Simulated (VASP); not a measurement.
## Sn3Se: single point with r2SCAN

The system is Sn3Se.

```xyz
4
Lattice="4.8043 0.0000 0.0000 0.0000 4.8043 0.0000 0.0000 0.0000 4.8043" Properties=species:S:1:pos:R:3 pbc="T T T"
Sn    0.0000    2.4021    2.4021
Sn    2.4021    0.0000    2.4021
Sn    2.4021    2.4021    0.0000
Se    0.0000    0.0000    0.0000
```

- Program: VASP 6.6.1
- Task: single point
- Functional: r2SCAN
- Potentials or basis: VASP PAW PBE potentials, release 64 (Sn_d, Se)
- Cutoff: 520 eV
- k mesh: 5 × 5 × 5
- Occupations: methfessel-paxton, width 0.15 eV
- Spin: no spin polarisation

The pressure is -2.0 GPa and the band gap on the k mesh is zero (band 24 reaches 7.78 eV, above the bottom of band 25 at 6.30 eV).

Levels at points of the mesh, in eV from the Fermi level:
| k point | band 21 | band 22 | band 23 | band 24 | band 25 | band 26 | band 27 | band 28 |
| --- | --- | --- | --- | --- | --- | --- | --- | --- |
| (0.00, 0.00, 0.00) | -4.34 | -4.34 | -0.10 | -0.10 | -0.10 | 2.36 | 2.36 | 2.36 |

Run time: 91 s on 1 thread of Intel Xeon 6975P-C, on a shared host, peak memory 0.22 GiB.

Caveat: the PAW data sets were made with another functional, which shifts forces and pressure a little; spin-orbit coupling is left out, which moves the levels of the heavy elements.
